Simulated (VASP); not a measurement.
# KF (I4/mmm) in VASP: notebook

KF is run at these levels: PBE; tasks: single point.

All numbers are computed with VASP 6.6.1; they aren't measurements. Logs are shortened: lines on timing, memory, paths and dates and some standing lists are left out, and cuts for length are marked.

## Step 1: The cell of the first run

It takes space group I4/mmm (No. 139, tetragonal). The conventional cell has a = 3.592 Å, b = 3.592 Å, c = 5.481 Å, α = 90.00°, β = 90.00°, γ = 90.00°. K (site symmetry 4/mmm) has 6 F at 2.54 to 2.74 Å within 3.4 Å. Within 3.4 Å of F (site symmetry 4/mmm) lie 6 K at 2.54 to 2.74 Å.

## Step 2: Single point, PBE (strain -0.050 along x and y, +0.025 along z)

File INCAR:

```
ALGO = Normal ; EDIFF = 1E-6
ENCUT = 520 ; GGA = PE
ISIF = 2 ; ISMEAR = 0
LASPH = T ; LCHARG = F
LREAL = F ; LWAVE = F
NBANDS = 15 ; NELM = 60
PREC = Accurate ; SIGMA = 0.05
```

File KPOINTS:

```
k-points
0
Gamma
  8 8 8
```

File POSCAR:

```
KF
1.0
    0.0000000000      2.5398250000      2.7403375000
    2.5398250000      0.0000000000      2.7403375000
    2.5398250000      2.5398250000      0.0000000000
K F
1 1
Direct
    0.0000000000      0.0000000000      0.0000000000
    0.5000000000      0.5000000000      0.5000000000
```

Potentials or basis: VASP PAW PBE potentials, release 64 (K_sv, F).

Run with:

```bash
$ cat potpaw_PBE.64/K_sv/POTCAR potpaw_PBE.64/F/POTCAR > POTCAR
$ mpirun -np 1 vasp_std > vasp.out
```

OUTCAR:

```text
EDIFF = 1E-6
   ENCUT = 520
   GGA = PE
   ISIF = 2
   ISMEAR = 0
   LASPH = T
   LREAL = F
   NELM = 60
   PREC = Accurate

 ion  position               nearest neighbor table
   1  0.000  0.000  0.000-   2 2.54   2 2.54   2 2.54   2 2.54   2 2.74   2 2.74
   2  0.500  0.500  0.500-   1 2.54   1 2.54   1 2.54   1 2.54   1 2.74   1 2.74

  LATTYP: Found a body centered tetragonal cell.
 ALAT       =     3.5918549611
 C/A-ratio  =     1.5258620015

  Lattice vectors:

 A1 = (  -2.5398250000,   0.0000000000,   2.7403375000)
 A2 = (   2.5398250000,   0.0000000000,   2.7403375000)
 A3 = (   0.0000000000,   2.5398250000,  -2.7403375000)

Analysis of symmetry for initial positions (statically):
=====================================================================
 Subroutine PRICEL returns:
 Original cell was already a primitive cell.

 Routine SETGRP: Setting up the symmetry group for a
 body centered tetragonal supercell.

 Subroutine GETGRP returns: Found 16 space group operations
 (whereof 16 operations were pure point group operations)
 out of a pool of 16 trial point group operations.

The static configuration has the point symmetry D_4h.

Analysis of symmetry for dynamics (positions and initial velocities):
=====================================================================
 Subroutine PRICEL returns:
 Original cell was already a primitive cell.

 Routine SETGRP: Setting up the symmetry group for a
 body centered tetragonal supercell.

 Subroutine GETGRP returns: Found 16 space group operations
 (whereof 16 operations were pure point group operations)
 out of a pool of 16 trial point group operations.

The dynamic configuration has the point symmetry D_4h.

 Subroutine INISYM returns: Found 16 space group operations
 (whereof 16 operations are pure point group operations),
 and found     1 'primitive' translations

----------------------------------------------------------------------------------------

                                     Primitive cell

  volume of cell :      35.3543

  direct lattice vectors                    reciprocal lattice vectors
     0.000000000  2.539825000  2.740337500    -0.196863957  0.196863957  0.182459277
     2.539825000  0.000000000  2.740337500     0.196863957 -0.196863957  0.182459277
     2.539825000  2.539825000  0.000000000     0.196863957  0.196863957 -0.182459277

  length of vectors
     3.736329836  3.736329836  3.591854961     0.332869679  0.332869679  0.332869679

  position of ions in fractional coordinates (direct lattice)
     0.000000000  0.000000000  0.000000000
     0.500000000  0.500000000  0.500000000

  ion indices of the primitive-cell ions
   primitive index   ion index
                 1           1
                 2           2

----------------------------------------------------------------------------------------

 KPOINTS: k-points

Automatic generation of k-mesh.
 Grid dimensions read from file:
 generate k-points for:    8    8    8

 Generating k-lattice:

  Cartesian coordinates                     Fractional coordinates (reciprocal lattice)
    -0.024607995  0.024607995  0.022807410     0.125000000  0.000000000  0.000000000
     0.024607995 -0.024607995  0.022807410     0.000000000  0.125000000  0.000000000
     0.024607995  0.024607995 -0.022807410    -0.000000000 -0.000000000  0.125000000

  Length of vectors
     0.041608710  0.041608710  0.041608710

  Shift w.r.t. Gamma in fractional coordinates (k-lattice)
     0.000000000  0.000000000  0.000000000

 Subroutine IBZKPT returns following result:
 ===========================================

 Found     59 irreducible k-points:

 Following reciprocal coordinates:
            Coordinates               Weight
  0.000000  0.000000  0.000000      1.000000
  0.125000  0.000000  0.000000      8.000000
  0.250000  0.000000  0.000000      8.000000
  0.375000 -0.000000  0.000000      8.000000
  0.500000  0.000000  0.000000      4.000000
  0.125000  0.125000  0.000000      2.000000
[... 16 lines left out ...]
  0.250000  0.000000  0.125000     16.000000
  0.375000 -0.000000  0.125000     16.000000
 [... further k-points ...]
   k-points           NKPTS =     59   k-points in BZ     NKDIM =     59   number of bands    NBANDS=     15
   number of dos      NEDOS =    301   number of ions     NIONS =      2
   total plane-waves  NPLWV =  21952
   dimension x,y,z NGX =    28 NGY =   28 NGZ =   28
   dimension x,y,z NGXF=    56 NGYF=   56 NGZF=   56
   ions per type =               1   1
   NGX,Y,Z   is equivalent  to a cutoff of  12.46, 12.46, 12.96 a.u.
   NGXF,Y,Z  is equivalent  to a cutoff of  24.92, 24.92, 25.92 a.u.
 SYSTEM =  unknown system
   PREC   = accura    normal or accurate (medium, high low for compatibility)
   ISTART =      0    job   : 0-new  1-cont  2-samecut
   ICHARG =      2    charge: 1-file 2-atom 10-const
   ISPIN  =      1    spin polarized calculation?
   LNONCOLLINEAR =      F non collinear calculations
   LSORBIT =      F    spin-orbit coupling
   LASPH  =      T    aspherical Exc in radial PAW
   ENCUT  =  520.0 eV  38.22 Ry    6.18 a.u.   6.95  6.95  6.68*2*pi/ulx,y,z
   NELM   =     60;   NELMIN=  2; NELMDL= -5     # of ELM steps
   EDIFF  = 0.1E-05   stopping-criterion for ELM
   LREAL  =      F    real-space projection
   EDIFFG = 0.1E-04   stopping-criterion for IOM
   NSW    =      0    number of steps for IOM
   IBRION =     -1    ionic relax: 0-MD 1-quasi-New 2-CG
   NFREE  =      0    steps in history (QN), initial steepest desc. (CG)
   ISIF   =      2    stress and relaxation
   ISYM   =      2    0-nonsym 1-usesym 2-fastsym
   POTIM  = 0.5000    time-step for ionic-motion
   TEBEG  =    0.0;   TEEND  =   0.0 temperature during run
   PSTRESS=    0.0 pullay stress
   NELECT =      16.0000    total number of electrons
   NUPDOWN=      -1.0000    fix difference up-down
   EMIN   =  10.00;   EMAX   =-10.00  energy-range for DOS
   EFERMI =   0.00;   METHOD = LEGACY
   ISMEAR =     0;   SIGMA  =   0.05  broadening in eV -4-tet -1-fermi 0-gaus
   EFERMI_NEDOS =   21; number of points for ismear=-14 and -15
   IALGO  =     38    algorithm
   IMIX   =      4    mixing-type and parameters
     AMIX     =   0.40;   BMIX     =  1.00
     AMIX_MAG =   1.60;   BMIX_MAG =  1.00
  volume/ion in A,a.u.               =      17.68       119.29
  Fermi-wavevector in a.u.,A,eV,Ry     =   1.256901  2.375198 21.494473  1.579799
  Thomas-Fermi vector in A             =   2.390586
   LORBIT       =      0    0 simple, 1 ext, 2 COOP (PROOUT), +10 PAW based schemes
   GGA     = PE    functional components
   LHFCALC =     F    Hartree Fock is set to
   AEXX    =    0.0000 exact exchange contribution
   IVDW    =     0    specifies the selected vdW correction
   LEPSILON=     F    determine dielectric tensor
   LRPA    =     F    only Hartree local field effects (RPA)
 non-spin polarized calculation
 Gauss-broadening in eV      SIGMA  =   0.05
  energy-cutoff  :      520.00
  volume of cell :       35.35
 maximum number of plane-waves:       974
   NGX = 13   NGY = 13   NGZ = 13

 number of electron      16.0000004 magnetization

 Free energy of the ion-electron system (eV)
  ---------------------------------------------------
  ext. energy  EPLUGINS =         0.00000000
  ---------------------------------------------------
  free energy    TOTEN  =        -8.20012461 eV

  energy without entropy =       -8.20012461  energy(sigma->0) =       -8.20012461

 E-fermi :  -2.2703     XC(G=0):  -8.7470

 val. band max:       -2.5356647083   @ k =   0.0000   0.0000   0.0000
 cond. band min:       3.9534693797   @ k =   0.0000   0.0000   0.0000
 fundamental gap:      6.4891340880
 Fermi energy:        -2.2702926785

 k-point     1 :       0.0000    0.0000    0.0000
  band No.  band energies     occupation
      1     -28.5084      2.00000
      2     -21.2886      2.00000
      3     -11.7120      2.00000
      4     -11.6902      2.00000
      5     -11.6902      2.00000
      6      -2.6710      2.00000
      7      -2.5357      2.00000
      8      -2.5357      2.00000
      9       3.9535      0.00000
     10       8.0122      0.00000
     11       8.4920      0.00000
     12       8.4920      0.00000
     13       9.7713      0.00000
     14      10.4757      0.00000
     15      14.9078      0.00000

 k-point     2 :       0.1250    0.0000    0.0000
  band No.  band energies     occupation
      1     -28.4883      2.00000
      2     -21.3103      2.00000
      3     -11.7502      2.00000
      4     -11.7086      2.00000
      5     -11.6883      2.00000
      6      -2.7659      2.00000
      7      -2.6566      2.00000
      8      -2.6100      2.00000
      9       4.4106      0.00000
     10       8.0164      0.00000
     11       8.4676      0.00000
     12       8.7111      0.00000
     13       9.9508      0.00000
     14      10.6446      0.00000
     15      15.7113      0.00000

 k-point     3 :       0.2500    0.0000    0.0000
  band No.  band energies     occupation
      1     -28.4392      2.00000
      2     -21.3626      2.00000
      3     -11.8588      2.00000
      4     -11.7350      2.00000
      5     -11.6835      2.00000
      6      -3.0728      2.00000
      7      -2.8214      2.00000
      8      -2.7850      2.00000
      9       5.5308      0.00000
     10       7.7669      0.00000
     11       8.9685      0.00000
     12       9.2759      0.00000
     13      10.5121      0.00000
     14      11.1239      0.00000
     15      16.7790      0.00000
[... 343 lines left out ...]
 k-point    23 :       0.2500    0.0000    0.1250
  band No.  band energies     occupation
      1     -28.4389      2.00000
      2     -21.3575      2.00000
      3     -11.8293      2.00000
      4     -11.7830      2.00000
      5     -11.7006      2.00000
      6      -3.1033      2.00000
      7      -2.7727      2.00000
      8      -2.6530      2.00000
      9       5.3663      0.00000
     10       7.3753      0.00000
     11       9.1299      0.00000
     12       9.4100      0.00000
     13      10.4649      0.00000
     14      11.0084      0.00000
     15      17.1640      0.00000

 k-point    24 :       0.3750   -0.0000    0.1250
  band No.  band energies     occupation
      1     -28.3903      2.00000
      2     -21.4005      2.00000
      3     -11.9496      2.00000
      4     -11.8052      2.00000
      5     -11.7391      2.00000
      6      -3.2648      2.00000
      7      -2.9116      2.00000
      8      -2.8261      2.00000
      9       6.4576      0.00000
     10       7.3981      0.00000
     11       9.6503      0.00000
     12       9.8984      0.00000
     13      11.3669      0.00000
     14      11.5977      0.00000
     15      15.8280      0.00000

 [... further k-points ...]
[... 5 lines left out ...]
  --------------------------------------------------------------------------------------
  -------------------------------------------------------------------------------------
  Total        1.6281571      1.6281571      0.2889245      0.0000000      0.0000000      0.0000000
  in kB       73.7845196     73.7845196     13.0934265      0.0000000      0.0000000      0.0000000
  external PRESSURE =      53.5541552 kB  Pullay stress =       0.0000000 kB

 VOLUME and BASIS-vectors are now :
 -----------------------------------------------------------------------------
  energy-cutoff  :      520.00
  volume of cell :       35.35
      direct lattice vectors                 reciprocal lattice vectors
     0.000000000  2.539825000  2.740337500    -0.196863957  0.196863957  0.182459277
     2.539825000  0.000000000  2.740337500     0.196863957 -0.196863957  0.182459277
     2.539825000  2.539825000  0.000000000     0.196863957  0.196863957 -0.182459277

 POSITION                                       TOTAL-FORCE (eV/Angst)
 -----------------------------------------------------------------------------------
      0.00000      0.00000      0.00000         0.000000     -0.000000      0.000000
      2.53982      2.53982      2.74034        -0.000000      0.000000      0.000000
 -----------------------------------------------------------------------------------
    total drift:                                0.000000      0.000000      0.000000

  FREE ENERGIE OF THE ION-ELECTRON SYSTEM (eV)
  ---------------------------------------------------
  free  energy   TOTEN  =        -8.2001246067 eV

  energy  without entropy=       -8.2001246067  energy(sigma->0) =       -8.20012461
```

Run time: 36 s. Hardware: 1 thread of Intel Xeon Platinum 8488C (Sapphire Rapids), shared host; peak memory 0.17 GiB.

What came out:

* Free energy: -8.2001 eV
* Pressure: 5.4 GPa
* Band gap on the k mesh: 6.49 eV, direct

Caveat: the cell differs from its parent crystal (strain -0.050 along x and y, +0.025 along z).

## Step 3: Single point, PBE (strain -0.050 along x and y, +0.050 along z)

File INCAR:

```
SYSTEM = KF
PREC = Accurate ; ENCUT = 520
EDIFF = 1E-6 ; ISMEAR = 0
SIGMA = 0.05 ; LREAL = .False.
LASPH = .True. ; NELM = 80
ALGO = Normal ; ISIF = 2
LWAVE = .False. ; LCHARG = .False.
GGA = PE ; NBANDS = 15
```

File KPOINTS:

```
Automatic mesh
0
Gamma
  8 8 8
  0 0 0
```

File POSCAR:

```
KF
1.0
    0.0000000000      2.5398250000      2.8071750000
    2.5398250000      0.0000000000      2.8071750000
    2.5398250000      2.5398250000      0.0000000000
K F
1 1
Direct
    0.0000000000      0.0000000000      0.0000000000
    0.5000000000      0.5000000000      0.5000000000
```

Potentials or basis: VASP PAW PBE potentials, release 64 (K_sv, F).

Run with:

```bash
$ cat potpaw_PBE.64/K_sv/POTCAR potpaw_PBE.64/F/POTCAR > POTCAR
$ mpirun -np 1 vasp_std > vasp.out
```

Wall time 21 s (1 thread of Intel Xeon Platinum 8488C (Sapphire Rapids), shared host); peak memory 0.17 GiB.

It converged, with:

| Property | Result |
| --- | --- |
| Free energy | -8.2044 eV |
| Pressure | 4.6 GPa |
| Band gap on the k mesh | 6.32 eV, direct |

Stress tensor (GPa, compression positive):
```
 6.86  0.00  0.00
 0.00  6.86  0.00
 0.00  0.00 -0.05
```

Levels at points of the mesh, in eV from the valence-band top:
| k point | band 5 | band 6 | band 7 | band 8 | band 9 | band 10 | band 11 | band 12 |
| --- | --- | --- | --- | --- | --- | --- | --- | --- |
| (0.00, 0.00, 0.00) | -9.23 | -0.16 | 0.00 | 0.00 | 6.32 | 10.40 | 11.03 | 11.03 |
| (0.50, 0.00, 0.00) | -9.20 | -0.92 | -0.48 | -0.46 | 9.19 | 10.90 | 12.06 | 12.62 |
| (0.50, 0.50, 0.00) | -9.41 | -0.40 | -0.03 | -0.03 | 8.43 | 10.60 | 11.53 | 13.93 |
| (0.50, 0.00, 0.50) | -9.47 | -0.22 | -0.13 | -0.02 | 8.11 | 10.56 | 12.46 | 13.83 |

Caveat: the cell differs from its parent crystal (strain -0.050 along x and y, +0.050 along z). A k mesh can miss the band edges.

## Step 4: Single point, PBE (strain +0.000 along x and y, -0.050 along z)

File INCAR:

```
SYSTEM = KF
  ALGO = Normal
  EDIFF = 1E-6
  ENCUT = 520
  GGA = PE
  ISIF = 2
  ISMEAR = 0
  LASPH = .True.
  LCHARG = .False.
  LREAL = .False.
  LWAVE = .False.
  NBANDS = 15
  NELM = 80
  PREC = Accurate
  SIGMA = 0.05
```

File KPOINTS:

```
k-points
0
Gamma
  8 8 8
  0 0 0
```

File POSCAR:

```
KF
1.0
    0.0000000000      2.6735000000      2.5398250000
    2.6735000000      0.0000000000      2.5398250000
    2.6735000000      2.6735000000      0.0000000000
K F
1 1
Direct
    0.0000000000      0.0000000000      0.0000000000
    0.5000000000      0.5000000000      0.5000000000
```

Potentials or basis: VASP PAW PBE potentials, release 64 (K_sv, F).

Run with:

```bash
$ cat potpaw_PBE.64/K_sv/POTCAR potpaw_PBE.64/F/POTCAR > POTCAR
$ mpirun -np 1 vasp_std > vasp.out
```

OUTCAR:

```text
SYSTEM = KF
   EDIFF = 1E-6
   ENCUT = 520
   GGA = PE
   ISIF = 2
   ISMEAR = 0
   LASPH = .True.
   LREAL = .False.
   NELM = 80
   PREC = Accurate

 ion  position               nearest neighbor table
   1  0.000  0.000  0.000-   2 2.54   2 2.54   2 2.67   2 2.67   2 2.67   2 2.67
   2  0.500  0.500  0.500-   1 2.54   1 2.54   1 2.67   1 2.67   1 2.67   1 2.67

  LATTYP: Found a body centered tetragonal cell.
 ALAT       =     3.7808999590
 C/A-ratio  =     1.3435028843

  Lattice vectors:

 A1 = (   0.0000000000,  -2.6735000000,  -2.5398250000)
[... 611 lines left out ...]
     12       9.7162      0.00000
     13      10.8981      0.00000
     14      11.3037      0.00000
     15      15.3251      0.00000

 [... further k-points ...]
[... 5 lines left out ...]
  --------------------------------------------------------------------------------------
  -------------------------------------------------------------------------------------
  Total        0.5144275      0.5144275      1.5038174      0.0000000      0.0000000     -0.0000000
  in kB       22.7007695     22.7007695     66.3607871      0.0000000      0.0000000     -0.0000000
  external PRESSURE =      37.2541087 kB  Pullay stress =       0.0000000 kB

 VOLUME and BASIS-vectors are now :
 -----------------------------------------------------------------------------
  energy-cutoff  :      520.00
  volume of cell :       36.31
      direct lattice vectors                 reciprocal lattice vectors
     0.000000000  2.673500000  2.539825000    -0.187020759  0.187020759  0.196863957
     2.673500000  0.000000000  2.539825000     0.187020759 -0.187020759  0.196863957
     2.673500000  2.673500000  0.000000000     0.187020759  0.187020759 -0.196863957

 POSITION                                       TOTAL-FORCE (eV/Angst)
 -----------------------------------------------------------------------------------
      0.00000      0.00000      0.00000        -0.000000     -0.000000      0.000000
      2.67350      2.67350      2.53982         0.000000      0.000000      0.000000
 -----------------------------------------------------------------------------------
    total drift:                                0.000000      0.000000      0.000000

  FREE ENERGIE OF THE ION-ELECTRON SYSTEM (eV)
  ---------------------------------------------------
  free  energy   TOTEN  =        -8.2440869079 eV

  energy  without entropy=       -8.2440869079  energy(sigma->0) =       -8.24408691
```

stdout:

```text
POSCAR found type information on POSCAR K F
 POSCAR found :  2 types and       2 ions
 scaLAPACK will be used
 LDA part: xc-table for (Slater+PW92), standard interpolation
 POSCAR, INCAR and KPOINTS ok, starting setup
 FFT: planning ... GRIDC
 FFT: planning ... GRID_SOFT
 FFT: planning ... GRID
 WAVECAR not read
 entering main loop
```

Run time: 27 s. Hardware: 1 thread of Intel Xeon Platinum 8488C (Sapphire Rapids), shared host; peak memory 0.17 GiB.

What came out:

```yaml
Free_energy: -8.2441 eV
Pressure: 3.7 GPa
Band_gap_on_the_k_mesh: 6.34 eV, direct
```

Caveat: the cell differs from its parent crystal (strain +0.000 along x and y, -0.050 along z).

## Step 5: Summary

| cell | gap on the mesh (eV) | pressure (GPa) |
| --- | --- | --- |
| a = 3.736, b = 3.736, c = 3.592 Å, angles 61.3, 61.3, 57.5°, 2 atoms | 6.49 | 5.4 |
| a = 3.786, b = 3.786, c = 3.592 Å, angles 61.7, 61.7, 56.6°, 2 atoms | 6.32 | 4.6 |
| a = 3.688, b = 3.688, c = 3.781 Å, angles 59.2, 59.2, 61.7°, 2 atoms | 6.34 | 3.7 |

Alike in all rows: task single point; level PBE; potentials or basis VASP PAW PBE potentials, release 64 (K_sv, F); no spin polarisation; k mesh 8 × 8 × 8; cutoff (eV) 520; smearing gaussian 0.05 eV.

Total energies depend on the potentials used, so only differences within one code and one set of settings carry meaning.
